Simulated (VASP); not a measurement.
Here is a VASP 6.6.1 calculation.

The input INCAR:

```
SYSTEM = AlCu3
  PREC = Accurate
  ENCUT = 520
  EDIFF = 1E-6
  ISMEAR = 0
  SIGMA = 0.15
  LREAL = .False.
  LASPH = .True.
  NELM = 100
  ALGO = Fast
  ISIF = 2
  LWAVE = .False.
  LCHARG = .False.
  NBANDS = 26
```

Contents of KPOINTS:

```
Automatic mesh
0
Gamma
  14 14 14
  0 0 0
```

Contents of POSCAR:

```
AlCu3
1.0
    0.1208281844      3.0207046101      3.0207046101
    3.0207046101      0.1208281844      3.0207046101
    3.0207046101      3.0207046101      0.1208281844
Al Cu
1 3
Direct
    0.0000000000      0.0000000000      0.0000000000
    0.5000000000      0.5000000000      0.5000000000
    0.2500000000      0.2500000000      0.2500000000
    0.7500000000      0.7500000000      0.7500000000
```

Potentials or basis: VASP PAW LDA potentials, release 64 (Al, Cu).

The run is started by

```bash
$ cat potpaw_LDA.64/Al/POTCAR potpaw_LDA.64/Cu/POTCAR > POTCAR
$ mpirun -np 1 vasp_std > vasp.out
```

**Question.** Predict the band gap on the k mesh.

**Answer.** Zero (bands 18 and 19 overlap by 5.51 eV).

**Question.** Predict the largest force.

**Answer.** 0.012 eV/Å.

Forces in eV/Å, atoms in the order of the input:
```
Al   0.000  0.000  0.000
Cu   0.000  0.000  0.000
Cu  -0.007 -0.007 -0.007
Cu   0.007  0.007  0.007
```

Caveat: the cell stands under tension.
